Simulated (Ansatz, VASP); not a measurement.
## One calculation of Mg, two programs

INCAR

```
SYSTEM = Mg
PREC     = Accurate       ! precision mode
ENCUT    = 600            ! plane-wave cutoff, eV
EDIFF    = 1E-6           ! SCF threshold, eV
ISMEAR   = 0              ! smearing method
SIGMA    = 0.1            ! smearing width, eV
LREAL    = .FALSE.        ! projectors in reciprocal space
LASPH    = .TRUE.         ! aspherical terms in the spheres
NELM     = 120            ! most SCF steps
ALGO     = Normal         ! electronic algorithm
ISIF     = 2              ! what is computed and relaxed
LWAVE    = .FALSE.        ! write WAVECAR
LCHARG   = .FALSE.        ! write CHGCAR
GGA      = PE             ! functional
NBANDS   = 7              ! bands
GGA_COMPAT= .FALSE.
```

Contents of KPOINTS:

```
regular mesh
0
G
  14 14 14
  0 0 0
```

POSCAR

```
Mg
1.0
    0.0000000000      2.2442560000      2.2442560000
    2.2442560000      0.0000000000      2.2442560000
    2.2442560000      2.2442560000      0.0000000000
Mg
1
Direct
    0.0229697503     -0.0657233399      0.0676928122
```

Input for Ansatz:

```yaml
crystal:
  lattice:
    - [0.0, 2.244256, 2.244256]
    - [2.244256, 0.0, 2.244256]
    - [2.244256, 2.244256, 0.0]
  atoms:
    - { symbol: Mg, position: [0.0229697503, -0.0657233399, 0.0676928122] }
basis:
  ecutwfc: 420
kpoints:
  mp_grid: { grid: [14, 14, 14] }
hamiltonian:
  xc: pbe
scf:
  occupations: { method: gaussian, width: 0.1 }
output:
  forces: true
  stress: true
  eigenvalues: true
  populations: true
```

Change from the starting cell: one atom moved.

Alike in both runs: task single point; functional PBE; k mesh 14 × 14 × 14; occupations gaussian, width 0.1 eV; no spin polarisation.

|  | VASP | Ansatz |
| --- | --- | --- |
| version | VASP 6.6.1 | Ansatz 0.2.0 |
| potentials or method | VASP PAW PBE potentials, release 64 (Mg), cutoff 600 eV | scalar-relativistic, plane waves, PAW |
| valence electrons in the cell | 2 | 10 |

VASP gave:

| Property | Result |
| --- | --- |
| gap on the k mesh at the Fermi level (eV) | none |
| pressure (GPa) | 0.8 |

What did Ansatz give for the same quantities?

gap on the k mesh at the Fermi level (eV): none; pressure (GPa): 0.9.

A gap of «none» marks a metal or a gap that the smearing closes. VASP's potentials hold 2 valence electrons a cell and Ansatz's 10, so a difference there can come from the potentials and not from the codes.
